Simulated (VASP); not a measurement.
# MgO (Fm-3m) in VASP: further runs

Runs on MgO. Level: r2SCAN. Tasks: single point.

All numbers are computed with VASP 6.6.1; they aren't measurements. Logs are shortened: lines on timing, memory, paths and dates and some standing lists are left out, and cuts for length are marked.

**The experiment to reproduce.**

“Electronic structure of alkaline earth and post-transition metal oxides”, 2009, arxiv:0908.1581 quotes, for a bulk crystal of MgO: band gap 7.83 eV.

The results are compared with them further down.

### 1 The cell of the first run

It takes space group Fm-3m (No. 225, cubic). The conventional cell has a = 4.074 Å, b = 4.074 Å, c = 4.074 Å, α = 90.00°, β = 90.00°, γ = 90.00°. Within 2.7 Å of Mg (site symmetry m-3m) lie 6 O at 2.04 Å. O (site symmetry m-3m) has 6 Mg at 2.04 Å within 2.7 Å.

### 2 Single point, r2SCAN (8.45 Å³/atom)

POSCAR reads:

```
MgO
1.0
    0.0000000000      2.0371107039      2.0371107039
    2.0371107039      0.0000000000      2.0371107039
    2.0371107039      2.0371107039      0.0000000000
Mg O
1 1
Direct
    0.0000000000      0.0000000000      0.0000000000
    0.5000000000      0.5000000000      0.5000000000
```

INCAR.step1 reads:

```
PREC = Accurate
ENCUT = 920
ISMEAR = 0
SIGMA = 0.02
LREAL = False
LASPH = True
NELM = 120
NBANDS = 15
GGA = PE
ALGO = Normal
EDIFF = 1E-5
LWAVE = True
LCHARG = False
GGA_COMPAT = False
```

INCAR.step2 reads:

```
PREC = Accurate
ENCUT = 920
EDIFF = 1E-6
ISMEAR = 0
SIGMA = 0.02
LREAL = False
LASPH = True
NELM = 120
ALGO = Normal
ISIF = 2
LWAVE = False
LCHARG = False
METAGGA = R2SCAN
LMIXTAU = True
NBANDS = 15
ISTART = 1
GGA_COMPAT = False
```

KPOINTS reads:

```
Automatic mesh
0
Gamma
  10 10 10
```

Potentials or basis: VASP PAW PBE potentials, release 64 (Mg_sv, O).

Command:

```console
$ cat potpaw_PBE.64/Mg_sv/POTCAR potpaw_PBE.64/O/POTCAR > POTCAR
$ cp INCAR.step1 INCAR
$ mpirun -np 1 vasp_std > vasp.out
$ cp INCAR.step2 INCAR
$ mpirun -np 1 vasp_std > vasp.out
```

OUTCAR:

```text
PREC = Accurate
   ENCUT = 920
   EDIFF = 1E-6
   ISMEAR = 0
   LREAL = False
   LASPH = True
   NELM = 120
   ISIF = 2
   METAGGA = R2SCAN
   ISTART = 1

 ion  position               nearest neighbor table
   1  0.000  0.000  0.000-   2 2.04   2 2.04   2 2.04   2 2.04   2 2.04   2 2.04
   2  0.500  0.500  0.500-   1 2.04   1 2.04   1 2.04   1 2.04   1 2.04   1 2.04

  LATTYP: Found a face centered cubic cell.
 ALAT       =     4.0742214078

  Lattice vectors:

 A1 = (   0.0000000000,   2.0371107039,   2.0371107039)
 A2 = (   2.0371107039,   0.0000000000,   2.0371107039)
 A3 = (   2.0371107039,   2.0371107039,   0.0000000000)

Analysis of symmetry for initial positions (statically):
=====================================================================
 Subroutine PRICEL returns:
 Original cell was already a primitive cell.

 Routine SETGRP: Setting up the symmetry group for a
 face centered cubic supercell.

 Subroutine GETGRP returns: Found 48 space group operations
 (whereof 48 operations were pure point group operations)
 out of a pool of 48 trial point group operations.

The static configuration has the point symmetry O_h .

Analysis of symmetry for dynamics (positions and initial velocities):
=====================================================================
 Subroutine PRICEL returns:
 Original cell was already a primitive cell.

 Routine SETGRP: Setting up the symmetry group for a
 face centered cubic supercell.

 Subroutine GETGRP returns: Found 48 space group operations
 (whereof 48 operations were pure point group operations)
 out of a pool of 48 trial point group operations.

The dynamic configuration has the point symmetry O_h .

 Subroutine INISYM returns: Found 48 space group operations
 (whereof 48 operations are pure point group operations),
 and found     1 'primitive' translations

----------------------------------------------------------------------------------------

                                     Primitive cell

  volume of cell :      16.9073

  direct lattice vectors                    reciprocal lattice vectors
     0.000000000  2.037110704  2.037110704    -0.245445669  0.245445669  0.245445669
     2.037110704  0.000000000  2.037110704     0.245445669 -0.245445669  0.245445669
     2.037110704  2.037110704  0.000000000     0.245445669  0.245445669 -0.245445669

  length of vectors
     2.880909586  2.880909586  2.880909586     0.425124370  0.425124370  0.425124370

  position of ions in fractional coordinates (direct lattice)
     0.000000000  0.000000000  0.000000000
     0.500000000  0.500000000  0.500000000

  ion indices of the primitive-cell ions
   primitive index   ion index
                 1           1
                 2           2

----------------------------------------------------------------------------------------

 KPOINTS: Automatic mesh

Automatic generation of k-mesh.
 Grid dimensions read from file:
 generate k-points for:   10   10   10

 Generating k-lattice:

  Cartesian coordinates                     Fractional coordinates (reciprocal lattice)
    -0.024544567  0.024544567  0.024544567     0.100000000  0.000000000  0.000000000
     0.024544567 -0.024544567  0.024544567     0.000000000  0.100000000  0.000000000
     0.024544567  0.024544567 -0.024544567     0.000000000  0.000000000  0.100000000

  Length of vectors
     0.042512437  0.042512437  0.042512437

  Shift w.r.t. Gamma in fractional coordinates (k-lattice)
     0.000000000  0.000000000  0.000000000

 Subroutine IBZKPT returns following result:
 ===========================================

 Found     47 irreducible k-points:

 Following reciprocal coordinates:
            Coordinates               Weight
  0.000000  0.000000  0.000000      1.000000
  0.100000  0.000000  0.000000      8.000000
  0.200000  0.000000  0.000000      8.000000
  0.300000  0.000000  0.000000      8.000000
  0.400000  0.000000  0.000000      8.000000
  0.500000  0.000000  0.000000      4.000000
[... 16 lines left out ...]
  0.300000  0.300000  0.000000      6.000000
  0.400000  0.300000  0.000000     24.000000
 [... further k-points ...]
   k-points           NKPTS =     47   k-points in BZ     NKDIM =     47   number of bands    NBANDS=     15
   number of dos      NEDOS =    301   number of ions     NIONS =      2
   total plane-waves  NPLWV =  21952
   dimension x,y,z NGX =    28 NGY =   28 NGZ =   28
   dimension x,y,z NGXF=    56 NGYF=   56 NGZF=   56
   ions per type =               1   1
   NGX,Y,Z   is equivalent  to a cutoff of  16.16, 16.16, 16.16 a.u.
   NGXF,Y,Z  is equivalent  to a cutoff of  32.32, 32.32, 32.32 a.u.
 SYSTEM =  unknown system
   PREC   = accura    normal or accurate (medium, high low for compatibility)
   ISTART =      1    job   : 0-new  1-cont  2-samecut
   ICHARG =      0    charge: 1-file 2-atom 10-const
   ISPIN  =      1    spin polarized calculation?
   LNONCOLLINEAR =      F non collinear calculations
   LSORBIT =      F    spin-orbit coupling
   LASPH  =      T    aspherical Exc in radial PAW
   ENCUT  =  920.0 eV  67.62 Ry    8.22 a.u.   7.12  7.12  7.12*2*pi/ulx,y,z
   NELM   =    120;   NELMIN=  2; NELMDL=  0     # of ELM steps
   EDIFF  = 0.1E-05   stopping-criterion for ELM
   LREAL  =      F    real-space projection
   EDIFFG = 0.1E-04   stopping-criterion for IOM
   NSW    =      0    number of steps for IOM
   IBRION =     -1    ionic relax: 0-MD 1-quasi-New 2-CG
   NFREE  =      0    steps in history (QN), initial steepest desc. (CG)
   ISIF   =      2    stress and relaxation
   ISYM   =      2    0-nonsym 1-usesym 2-fastsym
   POTIM  = 0.5000    time-step for ionic-motion
   TEBEG  =    0.0;   TEEND  =   0.0 temperature during run
   PSTRESS=    0.0 pullay stress
   NELECT =      16.0000    total number of electrons
   NUPDOWN=      -1.0000    fix difference up-down
   EMIN   =  10.00;   EMAX   =-10.00  energy-range for DOS
   EFERMI =   0.00;   METHOD = LEGACY
   ISMEAR =     0;   SIGMA  =   0.02  broadening in eV -4-tet -1-fermi 0-gaus
   EFERMI_NEDOS =   21; number of points for ismear=-14 and -15
   IALGO  =     38    algorithm
   IMIX   =      4    mixing-type and parameters
     AMIX     =   0.40;   BMIX     =  1.00
     AMIX_MAG =   1.60;   BMIX_MAG =  1.00
  volume/ion in A,a.u.               =       8.45        57.05
  Fermi-wavevector in a.u.,A,eV,Ry     =   1.607275  3.037309 35.148379  2.583333
  Thomas-Fermi vector in A             =   2.703330
   LORBIT       =      0    0 simple, 1 ext, 2 COOP (PROOUT), +10 PAW based schemes
   METAGGA = R2SCAN    functional components
   LHFCALC =     F    Hartree Fock is set to
   AEXX    =    0.0000 exact exchange contribution
   IVDW    =     0    specifies the selected vdW correction
   LEPSILON=     F    determine dielectric tensor
   LRPA    =     F    only Hartree local field effects (RPA)
 non-spin polarized calculation
 Gauss-broadening in eV      SIGMA  =   0.02
  energy-cutoff  :      920.00
  volume of cell :       16.91
 maximum number of plane-waves:      1090
   NGX = 15   NGY = 15   NGZ = 15

 number of electron      16.0000009 magnetization

 Free energy of the ion-electron system (eV)
  ---------------------------------------------------
  ext. energy  EPLUGINS =         0.00000000
  ---------------------------------------------------
  free energy    TOTEN  =       -16.05332294 eV

  energy without entropy =      -16.05332294  energy(sigma->0) =      -16.05332294

 E-fermi :   3.4142     XC(G=0): -12.6066

 val. band max:        3.2457735301   @ k =   0.0000   0.0000   0.0000
 cond. band min:       9.9596927877   @ k =   0.0000   0.0000   0.0000
 fundamental gap:      6.7139192575
 Fermi energy:         3.4141845258

 k-point     1 :       0.0000    0.0000    0.0000
  band No.  band energies     occupation
      1     -71.3736      2.00000
      2     -36.4496      2.00000
      3     -36.4496      2.00000
      4     -36.4496      2.00000
      5     -15.4788      2.00000
      6       3.2458      2.00000
      7       3.2458      2.00000
      8       3.2458      2.00000
      9       9.9597      0.00000
     10      20.6940      0.00000
     11      20.6940      0.00000
     12      20.6940      0.00000
     13      25.1035      0.00000
     14      27.0346      0.00000
     15      27.0346      0.00000

 k-point     2 :       0.1000    0.0000    0.0000
  band No.  band energies     occupation
      1     -71.3722      2.00000
      2     -36.4621      2.00000
      3     -36.4507      2.00000
      4     -36.4507      2.00000
      5     -15.3510      2.00000
      6       2.5913      2.00000
      7       3.1631      2.00000
      8       3.1631      2.00000
      9      10.5687      0.00000
     10      19.4193      0.00000
     11      20.9863      0.00000
     12      20.9863      0.00000
     13      26.4680      0.00000
     14      26.4680      0.00000
     15      26.9852      0.00000

 k-point     3 :       0.2000    0.0000    0.0000
  band No.  band energies     occupation
      1     -71.3690      2.00000
      2     -36.4946      2.00000
      3     -36.4535      2.00000
      4     -36.4535      2.00000
      5     -14.9996      2.00000
      6       1.1735      2.00000
      7       2.9539      2.00000
      8       2.9539      2.00000
      9      11.7627      0.00000
     10      17.9441      0.00000
     11      21.6383      0.00000
     12      21.6383      0.00000
     13      25.8388      0.00000
     14      25.8388      0.00000
     15      28.7587      0.00000

 k-point     4 :       0.3000    0.0000    0.0000
  band No.  band energies     occupation
      1     -71.3649      2.00000
      2     -36.5345      2.00000
      3     -36.4570      2.00000
      4     -36.4570      2.00000
      5     -14.5243      2.00000
      6      -0.3059      2.00000
      7       2.7083      2.00000
      8       2.7083      2.00000
      9      12.5936      0.00000
     10      17.5225      0.00000
     11      21.9973      0.00000
     12      21.9973      0.00000
     13      26.2950      0.00000
     14      26.2950      0.00000
     15      28.2755      0.00000
[... 307 lines left out ...]
 k-point    22 :      -0.2000    0.2000    0.0000
  band No.  band energies     occupation
      1     -71.3635      2.00000
      2     -36.5270      2.00000
      3     -36.4804      2.00000
      4     -36.4556      2.00000
      5     -14.3927      2.00000
      6      -0.0898      2.00000
      7       1.7475      2.00000
      8       2.6928      2.00000
      9      13.7273      0.00000
     10      16.7668      0.00000
     11      20.7987      0.00000
     12      23.6484      0.00000
     13      23.6522      0.00000
     14      27.2959      0.00000
     15      31.6495      0.00000

 k-point    23 :       0.3000    0.3000    0.0000
  band No.  band energies     occupation
      1     -71.3620      2.00000
      2     -36.5225      2.00000
      3     -36.4763      2.00000
      4     -36.4763      2.00000
      5     -14.3147      2.00000
      6      -0.1710      2.00000
      7       2.1910      2.00000
      8       2.1910      2.00000
      9      14.2783      0.00000
     10      14.8515      0.00000
     11      20.1255      0.00000
     12      23.7831      0.00000
     13      23.7831      0.00000
     14      29.9705      0.00000
     15      34.5206      0.00000

 k-point    24 :       0.4000    0.3000    0.0000
  band No.  band energies     occupation
      1     -71.3594      2.00000
      2     -36.5376      2.00000
      3     -36.4842      2.00000
      4     -36.4806      2.00000
      5     -14.0302      2.00000
      6      -0.6582      2.00000
      7       1.7842      2.00000
      8       2.0227      2.00000
      9      14.4558      0.00000
     10      15.2298      0.00000
     11      19.2344      0.00000
     12      24.1858      0.00000
     13      24.4310      0.00000
     14      30.8873      0.00000
     15      33.9653      0.00000

 [... further k-points ...]

------------------------ aborting loop because EDIFF is reached ----------------------------------------

  FORCE on cell =-STRESS in cart. coord.  units (eV):
  Direction    XX          YY          ZZ          XY          YZ          ZX
  --------------------------------------------------------------------------------------
  -------------------------------------------------------------------------------------
  Total        2.0810537      2.0810537      2.0810537      0.0000000     -0.0000000      0.0000000
  in kB      197.2059330    197.2059330    197.2059330      0.0000000     -0.0000000      0.0000000
  external PRESSURE =     197.2059330 kB  Pullay stress =       0.0000000 kB

 VOLUME and BASIS-vectors are now :
 -----------------------------------------------------------------------------
  energy-cutoff  :      920.00
  volume of cell :       16.91
      direct lattice vectors                 reciprocal lattice vectors
     0.000000000  2.037110704  2.037110704    -0.245445669  0.245445669  0.245445669
     2.037110704  0.000000000  2.037110704     0.245445669 -0.245445669  0.245445669
     2.037110704  2.037110704  0.000000000     0.245445669  0.245445669 -0.245445669

 POSITION                                       TOTAL-FORCE (eV/Angst)
 -----------------------------------------------------------------------------------
      0.00000      0.00000      0.00000         0.000000      0.000000      0.000000
      2.03711      2.03711      2.03711        -0.000000     -0.000000     -0.000000
 -----------------------------------------------------------------------------------
    total drift:                                0.000000      0.000000      0.000000

  FREE ENERGIE OF THE ION-ELECTRON SYSTEM (eV)
  ---------------------------------------------------
  free  energy   TOTEN  =       -16.0533229402 eV

  energy  without entropy=      -16.0533229402  energy(sigma->0) =      -16.05332294
```

It took 47 s on 1 thread of Intel Xeon Platinum 8559C (Emerald Rapids), shared host; peak memory 0.17 GiB.

Results:

| Property | Result |
| --- | --- |
| Free energy | -16.0533 eV |
| Pressure | 19.7 GPa |
| Band gap on the k mesh | 6.71 eV |

Levels at points of the mesh, in eV from the valence-band top:
| k point | band 4 | band 5 | band 6 | band 7 | band 8 | band 9 | band 10 | band 11 | band 12 | band 13 |
| --- | --- | --- | --- | --- | --- | --- | --- | --- | --- | --- |
| (0.00, 0.00, 0.00) | -39.70 | -18.72 | 0.00 | 0.00 | 0.00 | 6.71 | 17.45 | 17.45 | 17.45 | 21.86 |
| (0.50, 0.00, 0.00) | -39.71 | -17.17 | -5.06 | -0.80 | -0.80 | 9.51 | 15.05 | 18.59 | 18.59 | 24.14 |
| (0.50, 0.50, 0.00) | -39.74 | -16.95 | -4.49 | -1.51 | -1.51 | 10.17 | 12.31 | 15.47 | 22.10 | 22.10 |

Caveat: the cell stands under pressure; the PAW data sets were made with another functional, which shifts forces and pressure a little. r2SCAN opens gaps a little over a GGA but as a rule still falls short of measured ones.

### 3 Single point, r2SCAN (10.22 Å³/atom)

This run uses another cell than the first one, of 10.22 Å³/atom.

POSCAR reads:

```
MgO
1.0
    0.0000000000      2.1700266214      2.1700266214
    2.1700266214      0.0000000000      2.1700266214
    2.1700266214      2.1700266214      0.0000000000
Mg O
1 1
Direct
    0.0000000000      0.0000000000      0.0000000000
    0.5000000000      0.5000000000      0.5000000000
```

INCAR.step1 reads:

```
SYSTEM = MgO
  PREC = Accurate
  ENCUT = 920
  ISMEAR = 0
  SIGMA = 0.02
  LREAL = .False.
  LASPH = .True.
  NELM = 120
  NBANDS = 15
  GGA = PE
  ALGO = Normal
  EDIFF = 1E-5
  LWAVE = .True.
  LCHARG = .False.
  GGA_COMPAT = .False.
```

INCAR.step2 reads:

```
SYSTEM = MgO
  PREC = Accurate
  ENCUT = 920
  EDIFF = 1E-6
  ISMEAR = 0
  SIGMA = 0.02
  LREAL = .False.
  LASPH = .True.
  NELM = 120
  ALGO = Normal
  ISIF = 2
  LWAVE = .False.
  LCHARG = .False.
  METAGGA = R2SCAN
  LMIXTAU = .True.
  NBANDS = 15
  ISTART = 1
  GGA_COMPAT = .False.
```

KPOINTS reads:

```
regular mesh
0
Gamma
  10 10 10
  0 0 0
```

Potentials or basis: VASP PAW PBE potentials, release 64 (Mg_sv, O).

Command:

```console
$ cat potpaw_PBE.64/Mg_sv/POTCAR potpaw_PBE.64/O/POTCAR > POTCAR
$ cp INCAR.step1 INCAR
$ mpirun -np 1 vasp_std > vasp.out
$ cp INCAR.step2 INCAR
$ mpirun -np 1 vasp_std > vasp.out
```

It took 2.1 min on 1 thread of Intel Xeon Platinum 8375C at 2.90GHz (Ice Lake), shared host; peak memory 0.18 GiB.

It converged, with:

```
Free energy            : -16.0813 eV
Pressure               : -12.6 GPa
Band gap on the k mesh : 4.79 eV
```

Levels at points of the mesh, in eV from the valence-band top:
```csv
k point,band 4,band 5,band 6,band 7,band 8,band 9,band 10,band 11,band 12,band 13
"(0.00, 0.00, 0.00)",-40.42,-17.76,0.00,0.00,0.00,4.79,16.33,16.33,16.33,20.18
"(0.50, 0.00, 0.00)",-40.42,-16.70,-4.21,-0.58,-0.58,8.24,12.80,16.58,16.58,21.14
"(0.50, 0.50, 0.00)",-40.44,-16.51,-3.72,-1.24,-1.24,9.90,10.19,13.34,19.08,19.08
```

Caveat: the cell stands under tension; the PAW data sets were made with another functional, which shifts forces and pressure a little. r2SCAN opens gaps a little over a GGA but as a rule still falls short of measured ones.

### 4 Single point, r2SCAN

This run uses another cell than the first one, of 9.37 Å³/atom.

POSCAR reads:

```
MgO
1.0
    0.0000000000      2.1085000000      2.1085000000
    2.1085000000      0.0000000000      2.1085000000
    2.1085000000      2.1085000000      0.0000000000
Mg O
1 1
Direct
    0.0000000000      0.0000000000      0.0000000000
    0.5000000000      0.5000000000      0.5000000000
```

INCAR.step1 reads:

```
SYSTEM = MgO
ALGO = Normal
EDIFF = 1E-5
ENCUT = 920
GGA = PE
GGA_COMPAT = .False.
ISMEAR = 0
LASPH = .True.
LCHARG = .False.
LREAL = .False.
LWAVE = .True.
NBANDS = 15
NELM = 120
PREC = Accurate
SIGMA = 0.02
```

INCAR.step2 reads:

```
SYSTEM = MgO
ALGO = Normal
EDIFF = 1E-6
ENCUT = 920
GGA_COMPAT = .False.
ISIF = 2
ISMEAR = 0
ISTART = 1
LASPH = .True.
LCHARG = .True.
LELF = .True.
LMIXTAU = .True.
LREAL = .False.
LVHAR = .True.
LWAVE = .False.
METAGGA = R2SCAN
NBANDS = 15
NELM = 120
PREC = Accurate
SIGMA = 0.02
```

KPOINTS reads:

```
k-points
0
Gamma
  10 10 10
  0 0 0
```

Command:

```console
$ cat potpaw_PBE.64/Mg_sv/POTCAR potpaw_PBE.64/O/POTCAR > POTCAR
$ cp INCAR.step1 INCAR
$ mpirun -np 1 vasp_std > vasp.out
$ cp INCAR.step2 INCAR
$ mpirun -np 1 vasp_std > vasp.out
```

It took 59 s on 1 thread of Intel Xeon 6975P-C (Granite Rapids), shared host; peak memory 0.18 GiB.

It converged, with:

| Item | Value |
| --- | --- |
| Free energy | -16.1547 eV |
| Pressure | -1.0 GPa |
| Band gap on the k mesh | 5.61 eV |

Levels at points of the mesh, in eV from the valence-band top:
```
           k point  band 4  band 5  band 6  band 7  band 8  band 9  band 10  band 11  band 12  band 13
(0.00, 0.00, 0.00)  -40.07  -18.17    0.00    0.00    0.00    5.61    16.84    16.84    16.84    20.94
(0.50, 0.00, 0.00)  -40.08  -16.90   -4.58   -0.67   -0.67    8.81    13.80    17.47    17.47    22.45
(0.50, 0.50, 0.00)  -40.10  -16.69   -4.06   -1.36   -1.36   10.04    11.12    14.27    20.40    20.40
```

Caveat: the PAW data sets were made with another functional, which shifts forces and pressure a little.

### 5 Overview

| cell | gap on the mesh (eV) | pressure (GPa) |
| --- | --- | --- |
| a = 2.881 Å, angles 60.0°, 2 atoms | 6.71 | 19.7 |
| a = 3.069 Å, angles 60.0°, 2 atoms | 4.79 | -12.6 |
| a = 2.982 Å, angles 60.0°, 2 atoms | 5.61 | -1.0 |

Alike in all rows: task single point; level r2SCAN; potentials or basis VASP PAW PBE potentials, release 64 (Mg_sv, O); no spin polarisation; k mesh 10 × 10 × 10; cutoff (eV) 920; smearing gaussian 0.02 eV.

Caveats: the PAW data sets were made with another functional, which shifts forces and pressure a little; the cell stands under pressure (at least some runs); the cell stands under tension (at least some runs).

Total energies depend on the potentials used, so only differences within one code and one set of settings carry meaning.

### 6 How close it comes

Step 4. Against the measured gap of MgO, 7.83 eV (quoted in “Electronic structure of alkaline earth and post-transition metal oxides”, 2009, arxiv:0908.1581), the calculated 5.61 eV is off by -2.22 eV. The value is that of r2SCAN, without temperature or zero-point motion.
